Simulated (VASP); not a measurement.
# Ba (Fm-3m) in VASP: notebook, part 2 of 2

VASP 6.6.1. The steps go on from the part before.

## Step 5: Single point, PBE (volume scaled by 0.76)

Contents of INCAR:

```
ALGO     = Normal         # electronic algorithm
EDIFF    = 1E-7           # SCF threshold, eV
ENCUT    = 520            # plane-wave cutoff, eV
GGA      = PE             # functional
ISIF     = 2              # what is computed and relaxed
ISMEAR   = -1             # smearing method
LASPH    = True           # aspherical terms in the spheres
LCHARG   = False          # write CHGCAR
LREAL    = False          # projectors in reciprocal space
LWAVE    = False          # write WAVECAR
NBANDS   = 11             # bands
NELM     = 60             # most SCF steps
PREC     = Accurate       # precision mode
SIGMA    = 0.1            # smearing width, eV
```

Contents of KPOINTS:

```
k-points
0
Gamma
  10 10 10
```

Contents of POSCAR:

```
Ba
1.0
    0.0000000000      2.9013046606      2.9013046606
    2.9013046606      0.0000000000      2.9013046606
    2.9013046606      2.9013046606      0.0000000000
Ba
1
Direct
    0.0000000000      0.0000000000      0.0000000000
```

Potentials or basis: VASP PAW PBE potentials, release 64 (Ba_sv).

On the command line:

```
> cat potpaw_PBE.64/Ba_sv/POTCAR > POTCAR
> mpirun -np 1 vasp_std > vasp.out
```

OUTCAR:

```text
EDIFF = 1E-7
   ENCUT = 520
   GGA = PE
   ISIF = 2
   ISMEAR = -1
   LASPH = True
   LREAL = False
   NELM = 60
   PREC = Accurate

 ion  position               nearest neighbor table
   1  0.000  0.000  0.000-

  LATTYP: Found a face centered cubic cell.
 ALAT       =     5.8026093212

  Lattice vectors:

 A1 = (   0.0000000000,   2.9013046606,   2.9013046606)
 A2 = (   2.9013046606,   0.0000000000,   2.9013046606)
 A3 = (   2.9013046606,   2.9013046606,   0.0000000000)

Analysis of symmetry for initial positions (statically):
=====================================================================
 Subroutine PRICEL returns:
 Original cell was already a primitive cell.

 Routine SETGRP: Setting up the symmetry group for a
 face centered cubic supercell.

 Subroutine GETGRP returns: Found 48 space group operations
[... 9 lines left out ...]

 Routine SETGRP: Setting up the symmetry group for a
 face centered cubic supercell.

 Subroutine GETGRP returns: Found 48 space group operations
[... 11 lines left out ...]
                                     Primitive cell

  volume of cell :      48.8439

[... 142 lines left out ...]
 k-point     1 :       0.0000    0.0000    0.0000
  band No.  band energies     occupation
      1     -25.9112      2.00000
      2     -10.6349      2.00000
      3     -10.6349      2.00000
      4     -10.6349      2.00000
      5      -0.1969      2.00000
      6       4.6464      0.00000
      7       4.6464      0.00000
      8       4.6464      0.00000
      9       6.7393      0.00000
     10       6.7393      0.00000
     11       9.2157      0.00000
[... 309 lines left out ...]
 k-point    24 :       0.4000    0.3000    0.0000
  band No.  band energies     occupation
      1     -25.7846      2.00000
      2     -11.4076      2.00000
      3     -10.9439      2.00000
      4     -10.9090      2.00000
      5       1.8056      1.99937
      6       2.5978      1.07400
      7       4.5604      0.00000
      8       6.5605      0.00000
      9       7.2976      0.00000
     10       8.2630      0.00000
     11      11.4787      0.00000

 [... further k-points ...]

------------------------ aborting loop because EDIFF is reached ----------------------------------------

  FORCE on cell =-STRESS in cart. coord.  units (eV):
  Direction    XX          YY          ZZ          XY          YZ          ZX
  --------------------------------------------------------------------------------------
  -------------------------------------------------------------------------------------
  Total        0.9826938      0.9826938      0.9826938      0.0000000      0.0000000     -0.0000000
  in kB       32.2343425     32.2343425     32.2343425      0.0000000      0.0000000     -0.0000000
  external PRESSURE =      32.2343425 kB  Pullay stress =       0.0000000 kB

 VOLUME and BASIS-vectors are now :
 -----------------------------------------------------------------------------
  energy-cutoff  :      520.00
  volume of cell :       48.84
      direct lattice vectors                 reciprocal lattice vectors
     0.000000000  2.901304661  2.901304661    -0.172336262  0.172336262  0.172336262
     2.901304661  0.000000000  2.901304661     0.172336262 -0.172336262  0.172336262
     2.901304661  2.901304661  0.000000000     0.172336262  0.172336262 -0.172336262

 POSITION                                       TOTAL-FORCE (eV/Angst)
 -----------------------------------------------------------------------------------
      0.00000      0.00000      0.00000        -0.000000      0.000000      0.000000
 -----------------------------------------------------------------------------------
    total drift:                               -0.000000      0.000000      0.000000

  FREE ENERGIE OF THE ION-ELECTRON SYSTEM (eV)
  ---------------------------------------------------
  free  energy   TOTEN  =        -1.7839038263 eV

  energy  without entropy=       -1.7345417658  energy(sigma->0) =       -1.75922280
```

stdout:

```text
POSCAR found type information on POSCAR Ba
 POSCAR found :  1 types and       1 ions
 scaLAPACK will be used
 LDA part: xc-table for (Slater+PW92), standard interpolation
 POSCAR, INCAR and KPOINTS ok, starting setup
 FFT: planning ... GRIDC
 FFT: planning ... GRID_SOFT
 FFT: planning ... GRID
 WAVECAR not read
 entering main loop
```

Wall time 7.3 s (1 thread of Intel Xeon 6975P-C (Granite Rapids), shared host); peak memory 0.18 GiB.

What came out:

```
Free energy            : -1.7839 eV
Pressure               : 3.2 GPa
Band gap on the k mesh : zero (band 5 reaches 2.80 eV, above the bottom of band 6 at 2.15 eV)
```

Levels at points of the mesh, in eV from the Fermi level:
| k point | band 1 | band 2 | band 3 | band 4 | band 5 | band 6 | band 7 | band 8 | band 9 | band 10 |
| --- | --- | --- | --- | --- | --- | --- | --- | --- | --- | --- |
| (0.00, 0.00, 0.00) | -28.52 | -13.25 | -13.25 | -13.25 | -2.81 | 2.03 | 2.03 | 2.03 | 4.13 | 4.13 |
| (0.50, 0.00, 0.00) | -28.40 | -14.25 | -13.37 | -13.37 | -1.06 | 1.83 | 1.83 | 2.01 | 5.76 | 5.76 |
| (0.50, 0.50, 0.00) | -28.37 | -14.18 | -13.60 | -13.60 | -1.17 | -0.47 | 3.34 | 5.80 | 6.28 | 6.28 |

Caveat: spin-orbit coupling is left out, which moves the levels of the heavy elements.

## Step 6: Single point, PBE (volume scaled by 0.84)

Contents of INCAR:

```
ALGO     = Normal         # electronic algorithm
EDIFF    = 1E-6           # SCF threshold, eV
ENCUT    = 520            # plane-wave cutoff, eV
GGA      = PE             # functional
ISIF     = 2              # what is computed and relaxed
ISMEAR   = -1             # smearing method
LASPH    = T              # aspherical terms in the spheres
LCHARG   = F              # write CHGCAR
LREAL    = F              # projectors in reciprocal space
LWAVE    = F              # write WAVECAR
NBANDS   = 11             # bands
NELM     = 80             # most SCF steps
PREC     = Accurate       # precision mode
SIGMA    = 0.1            # smearing width, eV
```

KPOINTS is that of step 5.

Contents of POSCAR:

```
Ba
1.0
    0.0000000000      2.9997281613      2.9997281613
    2.9997281613      0.0000000000      2.9997281613
    2.9997281613      2.9997281613      0.0000000000
Ba
1
Direct
    0.0000000000      0.0000000000      0.0000000000
```

Potentials or basis: VASP PAW PBE potentials, release 64 (Ba_sv).

On the command line:

```
> cat potpaw_PBE.64/Ba_sv/POTCAR > POTCAR
> mpirun -np 1 vasp_std > vasp.out
```

It took 7 s on 1 thread of Intel Xeon 6975P-C (Granite Rapids), shared host; peak memory 0.18 GiB.

Results (log left out):

```
Free energy            : -1.8637 eV
Pressure               : 1.8 GPa
Band gap on the k mesh : zero (band 5 reaches 2.31 eV, above the bottom of band 6 at 1.89 eV)
```

Levels at points of the mesh, in eV from the Fermi level:
| k point | band 1 | band 2 | band 3 | band 4 | band 5 | band 6 | band 7 | band 8 | band 9 | band 10 |
| --- | --- | --- | --- | --- | --- | --- | --- | --- | --- | --- |
| (0.00, 0.00, 0.00) | -28.65 | -13.49 | -13.49 | -13.49 | -2.83 | 1.93 | 1.93 | 1.93 | 3.80 | 3.80 |
| (0.50, 0.00, 0.00) | -28.57 | -14.24 | -13.59 | -13.59 | -1.02 | 1.58 | 1.75 | 1.75 | 5.25 | 5.25 |
| (0.50, 0.50, 0.00) | -28.55 | -14.19 | -13.76 | -13.76 | -1.02 | -0.34 | 2.77 | 5.28 | 5.70 | 5.70 |

Caveat: spin-orbit coupling is left out, which moves the levels of the heavy elements.

## Step 7: Summary

```tsv
cell	gap on the mesh (eV)	pressure (GPa)
a = 3.954 Å, angles 60.0°, 1 atom	none	5.1
a = 4.103 Å, angles 60.0°, 1 atom	none	3.2
a = 4.242 Å, angles 60.0°, 1 atom	none	1.8
```

Alike in all rows: task single point; level PBE; potentials or basis VASP PAW PBE potentials, release 64 (Ba_sv); no spin polarisation; k mesh 10 × 10 × 10; cutoff (eV) 520; smearing fermi-dirac 0.1 eV.

Caveats: spin-orbit coupling is left out, which moves the levels of the heavy elements.

Total energies depend on the potentials used, so only differences within one code and one set of settings carry meaning.
